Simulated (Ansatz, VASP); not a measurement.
**SrTiO3: VASP beside Ansatz**

```xyz
5
Lattice="3.8560 0.0000 0.0000 0.0000 3.8560 0.0000 0.0000 0.0000 3.8560" Properties=species:S:1:pos:R:3 pbc="T T T"
Sr    1.9280    1.9280    1.9280
Ti    0.0000    0.0000    0.0000
O     1.9280    0.0000    0.0000
O     0.0000    1.9280    0.0000
O     0.0000    0.0000    1.9280
```

Alike in both runs: task single point; functional PBE; k mesh 8 × 8 × 8; occupations gaussian, width 0.02 eV; no spin polarisation.

|  | VASP | Ansatz |
| --- | --- | --- |
| version | VASP 6.6.1 | Ansatz 0.2.0 |
| potentials or method | VASP PAW PBE potentials, release 64 (Sr_sv, Ti_sv, O), cutoff 600 eV | scalar-relativistic, all-electron LAPW |

|  | VASP | Ansatz | Ansatz less VASP |
| --- | --- | --- | --- |
| gap on the k mesh at the Fermi level (eV) | 1.93 | 1.95 | +0.026 |
| least direct gap on the mesh (eV) | 2.26 | 2.27 | +0.016 |
| pressure (GPa) | 12.6 | 12.1 | -0.55 |

Ansatz ran all-electron here, and VASP with PAW potentials.
